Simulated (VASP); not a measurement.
**NbAs3Ru: single point with PBE**

Crystal: NbAs3Ru.

```
CELL_PARAMETERS angstrom
4.70677 0.00000 0.00000
0.00000 4.70677 0.00000
0.00000 0.00000 4.70677
ATOMIC_POSITIONS crystal
Nb 0.00000 0.00000 0.00000
As 0.00000 0.50000 0.50000
As 0.50000 0.00000 0.50000
As 0.50000 0.50000 0.00000
Ru 0.50000 0.50000 0.50000
```

```
Program                : VASP 6.6.1
Task                   : single point
Functional             : PBE
Potentials or basis    : VASP PAW PBE potentials, release 64 (Nb_sv, As, Ru_pv)
Cutoff                 : 520 eV
k mesh                 : 4 × 4 × 4
Occupations            : gaussian, width 0.1 eV
Spin                   : no spin polarisation
Dipole correction      : no
Further INCAR settings : ALGO = Normal; EDIFF = 1e-06; NBANDS = 29
```

| Quantity | Value |
| --- | --- |
| Pressure | 0.9 GPa |
| Band gap on the k mesh | zero (band 21 reaches 7.17 eV, above the bottom of band 22 at 6.68 eV) |

Levels at points of the mesh, in eV from the Fermi level:
```csv
k point,band 17,band 18,band 19,band 20,band 21,band 22,band 23,band 24,band 25,band 26
"(0.00, 0.00, 0.00)",-0.95,-0.95,-0.21,-0.21,-0.21,0.16,0.16,0.16,0.48,0.74
"(0.50, 0.00, 0.00)",-2.59,-2.38,-0.03,0.00,0.05,0.05,0.37,1.06,1.06,1.95
"(0.50, 0.50, 0.00)",-1.73,-1.73,-0.71,-0.23,-0.23,0.04,0.30,0.49,1.53,2.96
"(0.50, 0.50, 0.50)",0.02,0.08,0.08,0.08,0.47,0.47,0.47,0.47,0.47,2.24
```

It took 23 s on 1 thread of Intel(R) Xeon(R) 6975P-C (Granite Rapids) (shared host), peak memory 0.21 GiB.
